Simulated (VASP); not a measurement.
# HgTe (I-4m2) in VASP: notebook

HgTe is run at these levels: PBE; tasks: single point.

All numbers are computed with VASP 6.6.1; they aren't measurements. Logs are shortened: lines on timing, memory, paths and dates and some standing lists are left out, and cuts for length are marked.

## Step 1: The cell of the first run

It takes space group I-4m2 (No. 119, tetragonal). The conventional cell has a = 4.512 Å, b = 4.512 Å, c = 6.839 Å, α = 90.00°, β = 90.00°, γ = 90.00°. Within 3.7 Å of Hg (site symmetry -4m2) lie 4 Te at 2.83 Å. Te (site symmetry -4m2) has 4 Hg at 2.83 Å within 3.7 Å.

## Step 2: Single point, PBE (epitaxial xy strain -3.0%)

INCAR reads:

```
SYSTEM = HgTe
  PREC = Accurate
  ENCUT = 520
  EDIFF = 1E-6
  ISMEAR = -1
  SIGMA = 0.02
  LREAL = .False.
  LASPH = .True.
  NELM = 60
  ALGO = Normal
  ISIF = 2
  LWAVE = .False.
  LCHARG = .False.
  GGA = PE
  NBANDS = 16
```

KPOINTS reads:

```
Automatic mesh
0
Gamma
  6 6 6
  0 0 0
```

POSCAR reads:

```
HgTe
1.0
    0.0000000000      3.1904831503      3.4196598397
    3.1904831503      0.0000000000      3.4196598397
    3.1904831503      3.1904831503      0.0000000000
Hg Te
1 1
Direct
    0.0000000000      0.0000000000      0.0000000000
    0.2500000000      0.2500000000      0.2500000000
```

Potentials or basis: VASP PAW PBE potentials, release 64 (Hg, Te).

On the command line:

```sh
$ cat potpaw_PBE.64/Hg/POTCAR potpaw_PBE.64/Te/POTCAR > POTCAR
$ mpirun -np 1 vasp_std > vasp.out
```

OUTCAR:

```text
SYSTEM = HgTe
   PREC = Accurate
   ENCUT = 520
   EDIFF = 1E-6
   ISMEAR = -1
   LREAL = .False.
   LASPH = .True.
   NELM = 60
   ISIF = 2
   GGA = PE

 ion  position               nearest neighbor table
   1  0.000  0.000  0.000-   2 2.83   2 2.83   2 2.83   2 2.83
   2  0.250  0.250  0.250-   1 2.83   1 2.83   1 2.83   1 2.83

  LATTYP: Found a body centered tetragonal cell.
 ALAT       =     4.5120245417
 C/A-ratio  =     1.5157984218

  Lattice vectors:

 A1 = (  -3.1904831503,   0.0000000000,   3.4196598397)
 A2 = (   3.1904831503,   0.0000000000,   3.4196598397)
 A3 = (   0.0000000000,   3.1904831503,  -3.4196598397)

Analysis of symmetry for initial positions (statically):
=====================================================================
 Subroutine PRICEL returns:
 Original cell was already a primitive cell.

 Routine SETGRP: Setting up the symmetry group for a
 body centered tetragonal supercell.

 Subroutine GETGRP returns: Found  8 space group operations
 (whereof  8 operations were pure point group operations)
 out of a pool of 16 trial point group operations.

The static configuration has the point symmetry D_2d.

Analysis of symmetry for dynamics (positions and initial velocities):
=====================================================================
 Subroutine PRICEL returns:
 Original cell was already a primitive cell.

 Routine SETGRP: Setting up the symmetry group for a
 body centered tetragonal supercell.

 Subroutine GETGRP returns: Found  8 space group operations
 (whereof  8 operations were pure point group operations)
 out of a pool of 16 trial point group operations.

The dynamic configuration has the point symmetry D_2d.

 Subroutine INISYM returns: Found  8 space group operations
 (whereof  8 operations are pure point group operations),
 and found     1 'primitive' translations

----------------------------------------------------------------------------------------

                                     Primitive cell

  volume of cell :      69.6187

  direct lattice vectors                    reciprocal lattice vectors
     0.000000000  3.190483150  3.419659840    -0.156716076  0.156716076  0.146213373
     3.190483150  0.000000000  3.419659840     0.156716076 -0.156716076  0.146213373
     3.190483150  3.190483150  0.000000000     0.156716076  0.156716076 -0.146213373

  length of vectors
     4.676885305  4.676885305  4.512024542     0.265514985  0.265514985  0.265514985

  position of ions in fractional coordinates (direct lattice)
     0.000000000  0.000000000  0.000000000
     0.250000000  0.250000000  0.250000000

  ion indices of the primitive-cell ions
   primitive index   ion index
                 1           1
                 2           2

----------------------------------------------------------------------------------------

 KPOINTS: Automatic mesh

Automatic generation of k-mesh.
 Grid dimensions read from file:
 generate k-points for:    6    6    6

 Generating k-lattice:

  Cartesian coordinates                     Fractional coordinates (reciprocal lattice)
    -0.026119346  0.026119346  0.024368896     0.166666667 -0.000000000  0.000000000
     0.026119346 -0.026119346  0.024368896    -0.000000000  0.166666667  0.000000000
     0.026119346  0.026119346 -0.024368896     0.000000000  0.000000000  0.166666667

  Length of vectors
     0.044252498  0.044252498  0.044252498

  Shift w.r.t. Gamma in fractional coordinates (k-lattice)
     0.000000000  0.000000000  0.000000000

 Subroutine IBZKPT returns following result:
 ===========================================

 Found     30 irreducible k-points:

 Following reciprocal coordinates:
            Coordinates               Weight
  0.000000  0.000000  0.000000      1.000000
  0.166667  0.000000  0.000000      8.000000
  0.333333  0.000000  0.000000      8.000000
  0.500000  0.000000  0.000000      4.000000
  0.166667  0.166667  0.000000      2.000000
  0.333333  0.166667  0.000000      8.000000
[... 16 lines left out ...]
  0.333333  0.000000  0.333333      4.000000
  0.500000  0.000000  0.333333     16.000000
 [... further k-points ...]
   k-points           NKPTS =     30   k-points in BZ     NKDIM =     30   number of bands    NBANDS=     16
   number of dos      NEDOS =    301   number of ions     NIONS =      2
   total plane-waves  NPLWV =  46656
   dimension x,y,z NGX =    36 NGY =   36 NGZ =   36
   dimension x,y,z NGXF=    72 NGYF=   72 NGZF=   72
   ions per type =               1   1
   NGX,Y,Z   is equivalent  to a cutoff of  12.80, 12.80, 13.26 a.u.
   NGXF,Y,Z  is equivalent  to a cutoff of  25.59, 25.59, 26.53 a.u.
 SYSTEM =  HgTe
   PREC   = accura    normal or accurate (medium, high low for compatibility)
   ISTART =      0    job   : 0-new  1-cont  2-samecut
   ICHARG =      2    charge: 1-file 2-atom 10-const
   ISPIN  =      1    spin polarized calculation?
   LNONCOLLINEAR =      F non collinear calculations
   LSORBIT =      F    spin-orbit coupling
   LASPH  =      T    aspherical Exc in radial PAW
   ENCUT  =  520.0 eV  38.22 Ry    6.18 a.u.   8.70  8.70  8.39*2*pi/ulx,y,z
   NELM   =     60;   NELMIN=  2; NELMDL= -5     # of ELM steps
   EDIFF  = 0.1E-05   stopping-criterion for ELM
   LREAL  =      F    real-space projection
   EDIFFG = 0.1E-04   stopping-criterion for IOM
   NSW    =      0    number of steps for IOM
   IBRION =     -1    ionic relax: 0-MD 1-quasi-New 2-CG
   NFREE  =      0    steps in history (QN), initial steepest desc. (CG)
   ISIF   =      2    stress and relaxation
   ISYM   =      2    0-nonsym 1-usesym 2-fastsym
   POTIM  = 0.5000    time-step for ionic-motion
   TEBEG  =    0.0;   TEEND  =   0.0 temperature during run
   PSTRESS=    0.0 pullay stress
   NELECT =      18.0000    total number of electrons
   NUPDOWN=      -1.0000    fix difference up-down
   EMIN   =  10.00;   EMAX   =-10.00  energy-range for DOS
   EFERMI =   0.00;   METHOD = LEGACY
   ISMEAR =    -1;   SIGMA  =   0.02  broadening in eV -4-tet -1-fermi 0-gaus
   EFERMI_NEDOS =   21; number of points for ismear=-14 and -15
   IALGO  =     38    algorithm
   IMIX   =      4    mixing-type and parameters
     AMIX     =   0.40;   BMIX     =  1.00
     AMIX_MAG =   1.60;   BMIX_MAG =  1.00
  volume/ion in A,a.u.               =      34.81       234.91
  Fermi-wavevector in a.u.,A,eV,Ry     =   1.042935  1.970861 14.799227  1.087713
  Thomas-Fermi vector in A             =   2.177622
   LORBIT       =      0    0 simple, 1 ext, 2 COOP (PROOUT), +10 PAW based schemes
   GGA     = PE    functional components
   LHFCALC =     F    Hartree Fock is set to
   AEXX    =    0.0000 exact exchange contribution
   IVDW    =     0    specifies the selected vdW correction
   LEPSILON=     F    determine dielectric tensor
   LRPA    =     F    only Hartree local field effects (RPA)
 non-spin polarized calculation
  energy-cutoff  :      520.00
  volume of cell :       69.62
 maximum number of plane-waves:      1901
   NGX = 17   NGY = 17   NGZ = 17

 number of electron      18.0000003 magnetization

 Free energy of the ion-electron system (eV)
  ---------------------------------------------------
  ext. energy  EPLUGINS =         0.00000000
  ---------------------------------------------------
  free energy    TOTEN  =        -3.60311962 eV

  energy without entropy =       -3.60286281  energy(sigma->0) =       -3.60299121

 E-fermi :   2.8555     XC(G=0):  -8.6063

 val. band max:        2.8554485865   @ k =   0.0000   0.0000   0.0000
 cond. band min:       3.4510763863   @ k =   0.5000   0.0000   0.0000
 fundamental gap:      0.5956277998
 Fermi energy:         2.8554501071

 k-point     1 :       0.0000    0.0000    0.0000
  band No.  band energies     occupation
      1      -8.9804      2.00000
      2      -4.4050      2.00000
      3      -4.3863      2.00000
      4      -4.3863      2.00000
      5      -3.9279      2.00000
      6      -3.8845      2.00000
[... 8 lines left out ...]
     15      11.7408      0.00000
     16      12.1073      0.00000

 k-point     2 :       0.1667    0.0000    0.0000
  band No.  band energies     occupation
      1      -8.8552      2.00000
      2      -4.3736      2.00000
      3      -4.3517      2.00000
      4      -4.3308      2.00000
      5      -3.9249      2.00000
      6      -3.8911      2.00000
[... 8 lines left out ...]
     15      11.1828      0.00000
     16      11.6031      0.00000

 k-point     3 :       0.3333    0.0000    0.0000
  band No.  band energies     occupation
      1      -8.5868      2.00000
      2      -4.3176      2.00000
      3      -4.2888      2.00000
      4      -4.0659      2.00000
      5      -3.8965      2.00000
      6      -3.8942      2.00000
[... 8 lines left out ...]
     15      11.6544      0.00000
     16      11.7336      0.00000

 k-point     4 :       0.5000    0.0000    0.0000
  band No.  band energies     occupation
      1      -8.4431      2.00000
      2      -4.2978      2.00000
      3      -4.2624      2.00000
      4      -3.8926      2.00000
      5      -3.8886      2.00000
      6      -3.6182      2.00000
[... 8 lines left out ...]
     15      12.6247      0.00000
     16      12.8989      0.00000

 k-point     5 :       0.1667    0.1667    0.0000
  band No.  band energies     occupation
      1      -8.8223      2.00000
      2      -4.3740      2.00000
      3      -4.3187      2.00000
      4      -4.3187      2.00000
      5      -3.9512      2.00000
      6      -3.8741      2.00000
[... 8 lines left out ...]
     15      10.9971      0.00000
     16      12.8345      0.00000

 k-point     6 :       0.3333    0.1667    0.0000
  band No.  band energies     occupation
      1      -8.6033      2.00000
      2      -4.3089      2.00000
      3      -4.2493      2.00000
      4      -4.1662      2.00000
      5      -3.9415      2.00000
      6      -3.8706      2.00000
[... 8 lines left out ...]
     15      12.1238      0.00000
     16      12.5343      0.00000

 k-point     7 :       0.5000    0.1667    0.0000
  band No.  band energies     occupation
      1      -8.4068      2.00000
      2      -4.2770      2.00000
      3      -4.2169      2.00000
      4      -3.9352      2.00000
      5      -3.8814      2.00000
      6      -3.6770      2.00000
[... 8 lines left out ...]
     15      12.2825      0.00000
     16      12.8358      0.00000

 k-point     8 :      -0.3333    0.1667    0.0000
  band No.  band energies     occupation
      1      -8.4452      2.00000
      2      -4.2776      2.00000
      3      -4.2449      2.00000
      4      -3.9783      2.00000
      5      -3.9084      2.00000
      6      -3.7377      2.00000
[... 8 lines left out ...]
     15      11.5032      0.00000
     16      13.0639      0.00000

 k-point     9 :      -0.1667    0.1667    0.0000
  band No.  band energies     occupation
      1      -8.6743      2.00000
      2      -4.3257      2.00000
      3      -4.3121      2.00000
      4      -4.2240      2.00000
      5      -3.9127      2.00000
      6      -3.8785      2.00000
[... 8 lines left out ...]
     15      11.5115      0.00000
     16      11.9607      0.00000
[... 172 lines left out ...]
 k-point    19 :       0.5000    0.3333    0.1667
  band No.  band energies     occupation
      1      -8.4166      2.00000
      2      -4.2434      2.00000
      3      -4.1978      2.00000
      4      -4.0148      2.00000
      5      -3.8814      2.00000
      6      -3.8127      2.00000
[... 8 lines left out ...]
     15      12.7233      0.00000
     16      13.6710      0.00000

 k-point    20 :      -0.3333    0.3333    0.1667
  band No.  band energies     occupation
      1      -8.3102      2.00000
      2      -4.2279      2.00000
      3      -4.1656      2.00000
      4      -3.9572      2.00000
      5      -3.9011      2.00000
      6      -3.4829      2.00000
[... 8 lines left out ...]
     15      12.9283      0.00000
     16      13.4795      0.00000

 k-point    21 :      -0.1667    0.3333    0.1667
  band No.  band energies     occupation
      1      -8.3965      2.00000
      2      -4.2413      2.00000
      3      -4.2066      2.00000
      4      -4.0626      2.00000
      5      -3.8884      2.00000
      6      -3.7140      2.00000
[... 8 lines left out ...]
     15      13.1625      0.00000
     16      13.5702      0.00000

 k-point    22 :      -0.3333    0.5000    0.1667
  band No.  band energies     occupation
      1      -8.2744      2.00000
      2      -4.1991      2.00000
      3      -4.1214      2.00000
      4      -3.9968      2.00000
      5      -3.8862      2.00000
      6      -3.4228      2.00000
[... 8 lines left out ...]
     15      13.5561      0.00000
     16      13.6773      0.00000

 k-point    23 :       0.3333    0.0000    0.3333
  band No.  band energies     occupation
      1      -8.4391      2.00000
      2      -4.2582      2.00000
      3      -4.2154      2.00000
      4      -4.1313      2.00000
      5      -3.8767      2.00000
      6      -3.8245      2.00000
[... 8 lines left out ...]
     15      12.5098      0.00000
     16      14.6048      0.00000

 k-point    24 :       0.5000    0.0000    0.3333
  band No.  band energies     occupation
      1      -8.2947      2.00000
      2      -4.2277      2.00000
      3      -4.1384      2.00000
      4      -4.0607      2.00000
      5      -3.8712      2.00000
      6      -3.5517      2.00000
[... 8 lines left out ...]
     15      12.8948      0.00000
     16      14.0984      0.00000

 [... further k-points ...]
[... 5 lines left out ...]
  --------------------------------------------------------------------------------------
  -------------------------------------------------------------------------------------
  Total        1.1126913      1.1126913      0.6556253      0.0000000      0.0000000     -0.0000000
  in kB       25.6070438     25.6070438     15.0883060      0.0000000      0.0000000     -0.0000000
  external PRESSURE =      22.1007979 kB  Pullay stress =       0.0000000 kB

 VOLUME and BASIS-vectors are now :
 -----------------------------------------------------------------------------
  energy-cutoff  :      520.00
  volume of cell :       69.62
      direct lattice vectors                 reciprocal lattice vectors
     0.000000000  3.190483150  3.419659840    -0.156716076  0.156716076  0.146213373
     3.190483150  0.000000000  3.419659840     0.156716076 -0.156716076  0.146213373
     3.190483150  3.190483150  0.000000000     0.156716076  0.156716076 -0.146213373

 POSITION                                       TOTAL-FORCE (eV/Angst)
 -----------------------------------------------------------------------------------
      0.00000      0.00000      0.00000         0.000000      0.000000      0.000000
      1.59524      1.59524      1.70983        -0.000000     -0.000000     -0.000000
 -----------------------------------------------------------------------------------
    total drift:                                0.000000      0.000000     -0.000000

  FREE ENERGIE OF THE ION-ELECTRON SYSTEM (eV)
  ---------------------------------------------------
  free  energy   TOTEN  =        -3.6031196207 eV

  energy  without entropy=       -3.6028628052  energy(sigma->0) =       -3.60299121
```

It took 33 s on 1 thread of Intel Xeon 6975P-C (Granite Rapids), shared host; peak memory 0.21 GiB.

Results:

| Quantity | Value |
| --- | --- |
| Free energy | -3.6031 eV |
| Pressure | 2.2 GPa |
| Band gap on the k mesh | zero (filled and empty bands touch) |

Stress tensor (GPa, compression positive):
```
2.56 0.00 0.00
0.00 2.56 0.00
0.00 0.00 1.51
```

Levels at points of the mesh, in eV from the Fermi level:
```tsv
k point	band 7	band 8	band 9	band 10	band 11	band 12
(0.00, 0.00, 0.00)	-0.90	-0.26	0.00	0.00	4.23	4.23
(0.50, 0.00, 0.00)	-5.35	-1.16	-0.84	0.60	4.85	5.18
(0.50, 0.50, 0.00)	-5.55	-2.03	-2.03	2.15	2.70	7.73
(0.50, 0.00, 0.50)	-5.22	-2.37	-2.22	1.67	2.40	8.14
```

Caveat: the cell differs from its parent crystal (epitaxial xy strain -3.0%); spin-orbit coupling is left out, which moves the levels of the heavy elements.

## Step 3: Single point, PBE (epitaxial xy strain +3.0%)

INCAR reads:

```
PREC = Accurate
ENCUT = 520
EDIFF = 1E-6
ISMEAR = -1
SIGMA = 0.02
LREAL = False
LASPH = True
NELM = 60
ALGO = Normal
ISIF = 2
LWAVE = False
LCHARG = False
GGA = PE
NBANDS = 16
```

KPOINTS reads:

```
regular mesh
0
Gamma
  6 6 6
```

POSCAR reads:

```
HgTe
1.0
    0.0000000000      3.3878326235      3.1407053158
    3.3878326235      0.0000000000      3.1407053158
    3.3878326235      3.3878326235      0.0000000000
Hg Te
1 1
Direct
    0.0000000000      0.0000000000      0.0000000000
    0.2500000000      0.2500000000      0.2500000000
```

Potentials or basis: VASP PAW PBE potentials, release 64 (Hg, Te).

On the command line:

```sh
$ cat potpaw_PBE.64/Hg/POTCAR potpaw_PBE.64/Te/POTCAR > POTCAR
$ mpirun -np 1 vasp_std > vasp.out
```

Run time: 27 s. Hardware: 1 thread of Intel Xeon 6975P-C (Granite Rapids), shared host; peak memory 0.21 GiB.

It converged, with:

```
Free energy            : -3.6266 eV
Pressure               : 0.7 GPa
Band gap on the k mesh : 0.21 eV, direct
```

Stress tensor (GPa, compression positive):
```
0.44 0.00 0.00
0.00 0.44 0.00
0.00 0.00 1.35
```

Levels at points of the mesh, in eV from the valence-band top:
```
           k point  band 5  band 6  band 7  band 8  band 9  band 10  band 11  band 12  band 13  band 14
(0.00, 0.00, 0.00)   -6.48   -6.44   -0.82    0.00    0.00     0.21     4.44     4.46     4.46     6.59
(0.50, 0.00, 0.00)   -6.43   -6.19   -4.97   -0.93   -0.63     0.75     4.99     5.40     6.93     7.84
(0.50, 0.50, 0.00)   -6.41   -6.00   -4.78   -2.10   -2.10     1.65     2.57     8.36     8.68     8.68
(0.50, 0.00, 0.50)   -6.41   -6.11   -5.09   -1.89   -1.73     2.16     2.83     7.88     8.37     8.70
```

Caveat: the cell differs from its parent crystal (epitaxial xy strain +3.0%); spin-orbit coupling is left out, which moves the levels of the heavy elements.
